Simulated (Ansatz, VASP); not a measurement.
**BAs in VASP and in Ansatz**

File INCAR:

```
  PREC = Accurate
  ENCUT = 500
  EDIFF = 1E-6
  ISMEAR = 0
  SIGMA = 0.1
  LREAL = False
  LASPH = True
  NELM = 120
  ALGO = Normal
  ISIF = 2
  LWAVE = False
  LCHARG = False
  GGA = CA
  NBANDS = 11
  GGA_COMPAT = False
```

The input KPOINTS:

```
Automatic mesh
0
Gamma
  6 6 6
```

POSCAR

```
BAs
1.0
    0.0000000000      2.3885000000      2.3885000000
    2.3885000000      0.0000000000      2.3885000000
    2.3885000000      2.3885000000      0.0000000000
B As
1 1
Direct
    0.0000000000      0.0000000000      0.0000000000
    0.2500000000      0.2500000000      0.2500000000
```

Input for Ansatz:

```yaml
crystal:
  lattice:
    - [0.0, 2.3885, 2.3885]
    - [2.3885, 0.0, 2.3885]
    - [2.3885, 2.3885, 0.0]
  atoms:
    - { symbol: B, position: [0.0, 0.0, 0.0] }
    - { symbol: As, position: [0.25, 0.25, 0.25] }
basis:
  ecutwfc: 420
kpoints:
  mp_grid: { grid: [6, 6, 6] }
hamiltonian:
  xc: lda
scf:
  occupations: { method: gaussian, width: 0.1 }
output:
  forces: true
  stress: true
  eigenvalues: true
```

Alike in both runs: task single point; functional LDA; k mesh 6 × 6 × 6; occupations gaussian, width 0.1 eV; no spin polarisation.

```csv
,VASP,Ansatz
version,VASP 6.6.1,Ansatz 0.2.0
potentials or method,"VASP PAW LDA potentials, release 64 (B, As), cutoff 500 eV","scalar-relativistic, plane waves, PAW"
valence electrons in the cell,8,18
```

|  | VASP | Ansatz | Ansatz less VASP |
| --- | --- | --- | --- |
| gap on the k mesh at the Fermi level (eV) | 1.22 | 1.23 | +0.007 |
| least direct gap on the mesh (eV) | 3.25 | 3.25 | +0.004 |
| pressure (GPa) | -3.1 | -3.9 | -0.84 |

LDA's correlation is that of Perdew and Zunger in VASP and of Perdew and Wang (1992) in Ansatz. VASP's potentials hold 8 valence electrons a cell and Ansatz's 18, so a difference there can come from the potentials and not from the codes.
